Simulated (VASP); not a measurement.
# CdTe (F-43m) in VASP: settings compared

CdTe is run at these levels: PBE+D4, BLYP, revPBE; tasks: single point.

All numbers are computed with VASP 6.6.1; they aren't measurements. Logs are shortened: lines on timing, memory, paths and dates and some standing lists are left out, and cuts for length are marked.

## (1) The cell of the first run

The structure is cubic, space group F-43m (No. 216). Conventional cell: a = 6.601 Å, b = 6.601 Å, c = 6.601 Å, α = 90.00°, β = 90.00°, γ = 90.00°. Within 3.8 Å of Cd (site symmetry -43m) lie 4 Te at 2.86 Å. Te (site symmetry -43m) has 4 Cd at 2.86 Å within 3.8 Å.

## (2) Single point, PBE+D4 (volume scaled by 1.04)

Input file INCAR:

```
SYSTEM = CdTe
PREC = Accurate
ENCUT = 520
EDIFF = 1E-6
ISMEAR = 0
SIGMA = 0.05
LREAL = .False.
LASPH = .True.
NELM = 80
ALGO = Normal
ISIF = 2
LWAVE = .False.
LCHARG = .False.
GGA = PE
IVDW = 13
NBANDS = 16
```

Input file KPOINTS:

```
Automatic mesh
0
Gamma
  6 6 6
  0 0 0
```

Input file POSCAR:

```
CdTe
1.0
    0.0000000000      3.3006701624      3.3006701624
    3.3006701624      0.0000000000      3.3006701624
    3.3006701624      3.3006701624      0.0000000000
Cd Te
1 1
Direct
    0.0000000000      0.0000000000      0.0000000000
    0.2500000000      0.2500000000      0.2500000000
```

Potentials or basis: VASP PAW PBE potentials, release 64 (Cd, Te).

On the command line:

```bash
$ cat potpaw_PBE.64/Cd/POTCAR potpaw_PBE.64/Te/POTCAR > POTCAR
$ mpirun -np 1 vasp_std > vasp.out
```

OUTCAR:

```text
SYSTEM = CdTe
   PREC = Accurate
   ENCUT = 520
   EDIFF = 1E-6
   ISMEAR = 0
   LREAL = .False.
   LASPH = .True.
   NELM = 80
   ISIF = 2
   GGA = PE
   IVDW = 13

 ion  position               nearest neighbor table
   1  0.000  0.000  0.000-   2 2.86   2 2.86   2 2.86   2 2.86
   2  0.250  0.250  0.250-   1 2.86   1 2.86   1 2.86   1 2.86

  LATTYP: Found a face centered cubic cell.
 ALAT       =     6.6013403248

  Lattice vectors:

 A1 = (   0.0000000000,   3.3006701624,   3.3006701624)
 A2 = (   3.3006701624,   0.0000000000,   3.3006701624)
 A3 = (   3.3006701624,   3.3006701624,   0.0000000000)

Analysis of symmetry for initial positions (statically):
=====================================================================
 Subroutine PRICEL returns:
 Original cell was already a primitive cell.

 Routine SETGRP: Setting up the symmetry group for a
 face centered cubic supercell.

 Subroutine GETGRP returns: Found 24 space group operations
 (whereof 24 operations were pure point group operations)
 out of a pool of 48 trial point group operations.

The static configuration has the point symmetry T_d .

Analysis of symmetry for dynamics (positions and initial velocities):
=====================================================================
 Subroutine PRICEL returns:
 Original cell was already a primitive cell.

 Routine SETGRP: Setting up the symmetry group for a
 face centered cubic supercell.

 Subroutine GETGRP returns: Found 24 space group operations
 (whereof 24 operations were pure point group operations)
 out of a pool of 48 trial point group operations.

The dynamic configuration has the point symmetry T_d .

 Subroutine INISYM returns: Found 24 space group operations
 (whereof 24 operations are pure point group operations),
 and found     1 'primitive' translations

----------------------------------------------------------------------------------------

                                     Primitive cell

  volume of cell :      71.9178

  direct lattice vectors                    reciprocal lattice vectors
     0.000000000  3.300670162  3.300670162    -0.151484388  0.151484388  0.151484388
     3.300670162  0.000000000  3.300670162     0.151484388 -0.151484388  0.151484388
     3.300670162  3.300670162  0.000000000     0.151484388  0.151484388 -0.151484388

  length of vectors
     4.667852509  4.667852509  4.667852509     0.262378657  0.262378657  0.262378657

  position of ions in fractional coordinates (direct lattice)
     0.000000000  0.000000000  0.000000000
     0.250000000  0.250000000  0.250000000

  ion indices of the primitive-cell ions
   primitive index   ion index
                 1           1
                 2           2

----------------------------------------------------------------------------------------

 KPOINTS: Automatic mesh

Automatic generation of k-mesh.
 Grid dimensions read from file:
 generate k-points for:    6    6    6

 Generating k-lattice:

  Cartesian coordinates                     Fractional coordinates (reciprocal lattice)
    -0.025247398  0.025247398  0.025247398     0.166666667  0.000000000  0.000000000
     0.025247398 -0.025247398  0.025247398     0.000000000  0.166666667  0.000000000
     0.025247398  0.025247398 -0.025247398     0.000000000  0.000000000  0.166666667

  Length of vectors
     0.043729776  0.043729776  0.043729776

  Shift w.r.t. Gamma in fractional coordinates (k-lattice)
     0.000000000  0.000000000  0.000000000

 Subroutine IBZKPT returns following result:
 ===========================================

 Found     16 irreducible k-points:

 Following reciprocal coordinates:
            Coordinates               Weight
  0.000000  0.000000  0.000000      1.000000
  0.166667  0.000000  0.000000      8.000000
  0.333333  0.000000  0.000000      8.000000
  0.500000  0.000000  0.000000      4.000000
  0.166667  0.166667  0.000000      6.000000
  0.333333  0.166667  0.000000     24.000000
[... 8 lines left out ...]
 -0.333333  0.333333  0.166667     24.000000
 -0.333333  0.500000  0.166667     12.000000
   k-points           NKPTS =     16   k-points in BZ     NKDIM =     16   number of bands    NBANDS=     16
   number of dos      NEDOS =    301   number of ions     NIONS =      2
   total plane-waves  NPLWV =  46656
   dimension x,y,z NGX =    36 NGY =   36 NGZ =   36
   dimension x,y,z NGXF=    72 NGYF=   72 NGZF=   72
   ions per type =               1   1
   NGX,Y,Z   is equivalent  to a cutoff of  12.82, 12.82, 12.82 a.u.
   NGXF,Y,Z  is equivalent  to a cutoff of  25.64, 25.64, 25.64 a.u.
 SYSTEM =  CdTe
   PREC   = accura    normal or accurate (medium, high low for compatibility)
   ISTART =      0    job   : 0-new  1-cont  2-samecut
   ICHARG =      2    charge: 1-file 2-atom 10-const
   ISPIN  =      1    spin polarized calculation?
   LNONCOLLINEAR =      F non collinear calculations
   LSORBIT =      F    spin-orbit coupling
   LASPH  =      T    aspherical Exc in radial PAW
   ENCUT  =  520.0 eV  38.22 Ry    6.18 a.u.   8.68  8.68  8.68*2*pi/ulx,y,z
   NELM   =     80;   NELMIN=  2; NELMDL= -5     # of ELM steps
   EDIFF  = 0.1E-05   stopping-criterion for ELM
   LREAL  =      F    real-space projection
   EDIFFG = 0.1E-04   stopping-criterion for IOM
   NSW    =      0    number of steps for IOM
   IBRION =     -1    ionic relax: 0-MD 1-quasi-New 2-CG
   NFREE  =      0    steps in history (QN), initial steepest desc. (CG)
   ISIF   =      2    stress and relaxation
   ISYM   =      2    0-nonsym 1-usesym 2-fastsym
   POTIM  = 0.5000    time-step for ionic-motion
   TEBEG  =    0.0;   TEEND  =   0.0 temperature during run
   PSTRESS=    0.0 pullay stress
   NELECT =      18.0000    total number of electrons
   NUPDOWN=      -1.0000    fix difference up-down
   EMIN   =  10.00;   EMAX   =-10.00  energy-range for DOS
   EFERMI =   0.00;   METHOD = LEGACY
   ISMEAR =     0;   SIGMA  =   0.05  broadening in eV -4-tet -1-fermi 0-gaus
   EFERMI_NEDOS =   21; number of points for ismear=-14 and -15
   IALGO  =     38    algorithm
   IMIX   =      4    mixing-type and parameters
     AMIX     =   0.40;   BMIX     =  1.00
     AMIX_MAG =   1.60;   BMIX_MAG =  1.00
  volume/ion in A,a.u.               =      35.96       242.66
  Fermi-wavevector in a.u.,A,eV,Ry     =   1.031700  1.949631 14.482115  1.064405
  Thomas-Fermi vector in A             =   2.165861
   LORBIT       =      0    0 simple, 1 ext, 2 COOP (PROOUT), +10 PAW based schemes
   GGA     = PE    functional components
   LHFCALC =     F    Hartree Fock is set to
   AEXX    =    0.0000 exact exchange contribution
   IVDW    =    13    specifies the selected vdW correction
   LEPSILON=     F    determine dielectric tensor
   LRPA    =     F    only Hartree local field effects (RPA)
 non-spin polarized calculation
 Gauss-broadening in eV      SIGMA  =   0.05
  energy-cutoff  :      520.00
  volume of cell :       71.92
 maximum number of plane-waves:      1964
   NGX = 17   NGY = 17   NGZ = 17

 number of electron      18.0000007 magnetization

 Free energy of the ion-electron system (eV)
  ---------------------------------------------------
  ext. energy  EPLUGINS =         0.00000000
  ---------------------------------------------------
  free energy    TOTEN  =        -4.80615970 eV

  energy without entropy =       -4.80615970  energy(sigma->0) =       -4.80615970

 E-fermi :   2.1099     XC(G=0):  -8.3408

 val. band max:        1.8647361457   @ k =   0.0000   0.0000   0.0000
 cond. band min:       2.4683767799   @ k =   0.0000   0.0000   0.0000
 fundamental gap:      0.6036406342
 Fermi energy:         2.1098588831

 k-point     1 :       0.0000    0.0000    0.0000
  band No.  band energies     occupation
      1      -9.0076      2.00000
      2      -6.2505      2.00000
      3      -6.2505      2.00000
      4      -6.2505      2.00000
      5      -6.0290      2.00000
      6      -6.0290      2.00000
[... 8 lines left out ...]
     15      11.1234      0.00000
     16      11.1234      0.00000

 k-point     2 :       0.1667    0.0000    0.0000
  band No.  band energies     occupation
      1      -8.9203      2.00000
      2      -6.2347      2.00000
      3      -6.2347      2.00000
      4      -6.1726      2.00000
      5      -6.0298      2.00000
      6      -6.0298      2.00000
[... 8 lines left out ...]
     15      10.3090      0.00000
     16      10.3090      0.00000

 k-point     3 :       0.3333    0.0000    0.0000
  band No.  band energies     occupation
      1      -8.7464      2.00000
      2      -6.2074      2.00000
      3      -6.2074      2.00000
      4      -6.0264      2.00000
      5      -6.0264      2.00000
      6      -5.9250      2.00000
[... 8 lines left out ...]
     15      10.6811      0.00000
     16      10.6811      0.00000

 k-point     4 :       0.5000    0.0000    0.0000
  band No.  band energies     occupation
      1      -8.6614      2.00000
      2      -6.1967      2.00000
      3      -6.1967      2.00000
      4      -6.0213      2.00000
      5      -6.0213      2.00000
      6      -5.7190      2.00000
[... 8 lines left out ...]
     15      12.0368      0.00000
     16      12.0368      0.00000
[... 172 lines left out ...]
 k-point    14 :       0.5000    0.3333    0.1667
  band No.  band energies     occupation
      1      -8.6365      2.00000
      2      -6.1696      2.00000
      3      -6.1623      2.00000
      4      -6.0616      2.00000
      5      -6.0179      2.00000
      6      -5.7415      2.00000
[... 8 lines left out ...]
     15      11.9638      0.00000
     16      13.0354      0.00000

 k-point    15 :      -0.3333    0.3333    0.1667
  band No.  band energies     occupation
      1      -8.5831      2.00000
      2      -6.1626      2.00000
      3      -6.1502      2.00000
      4      -6.0487      2.00000
      5      -6.0255      2.00000
      6      -5.5878      2.00000
[... 8 lines left out ...]
     15      12.1839      0.00000
     16      12.8351      0.00000

 k-point    16 :      -0.3333    0.5000    0.1667
  band No.  band energies     occupation
      1      -8.5569      2.00000
      2      -6.1395      2.00000
      3      -6.1368      2.00000
      4      -6.0681      2.00000
      5      -6.0174      2.00000
      6      -5.5475      2.00000
[... 8 lines left out ...]
     15      12.7048      0.00000
     16      13.0412      0.00000

------------------------ aborting loop because EDIFF is reached ----------------------------------------

  DFT-D4 for vdW energy calculation

  Edisp (eV):   -0.66783

  FORCE on cell =-STRESS in cart. coord.  units (eV):
  Direction    XX          YY          ZZ          XY          YZ          ZX
  --------------------------------------------------------------------------------------
  -------------------------------------------------------------------------------------
  Total      -0.58930    -0.58930    -0.58930     0.00000     0.00000    -0.00000
  in kB     -13.12847   -13.12847   -13.12847     0.00000     0.00000    -0.00000
  external pressure =      -13.13 kB  Pullay stress =        0.00 kB

 VOLUME and BASIS-vectors are now :
 -----------------------------------------------------------------------------
  energy-cutoff  :      520.00
  volume of cell :       71.92
      direct lattice vectors                 reciprocal lattice vectors
     0.000000000  3.300670162  3.300670162    -0.151484388  0.151484388  0.151484388
     3.300670162  0.000000000  3.300670162     0.151484388 -0.151484388  0.151484388
     3.300670162  3.300670162  0.000000000     0.151484388  0.151484388 -0.151484388

 POSITION                                       TOTAL-FORCE (eV/Angst)
 -----------------------------------------------------------------------------------
      0.00000      0.00000      0.00000        -0.000000     -0.000000     -0.000000
      1.65034      1.65034      1.65034         0.000000      0.000000      0.000000
 -----------------------------------------------------------------------------------
    total drift:                               -0.000000     -0.000000     -0.000001

  FREE ENERGIE OF THE ION-ELECTRON SYSTEM (eV)
  ---------------------------------------------------
  free  energy   TOTEN  =        -5.4739906920 eV

  energy  without entropy=       -5.4739906920  energy(sigma->0) =       -5.47399069
```

Wall time 24 s (1 thread of Intel Xeon 8259CL, shared host); peak memory 0.21 GiB.

What came out:

```
Free energy                : -5.4740 eV
Pressure                   : -1.3 GPa
Band gap on the k mesh     : 0.60 eV, direct
Dispersion energy per atom : -0.334 eV
```

Caveat: spin-orbit coupling is left out, which moves the levels of the heavy elements.

(Continued in part 2 of 2.)
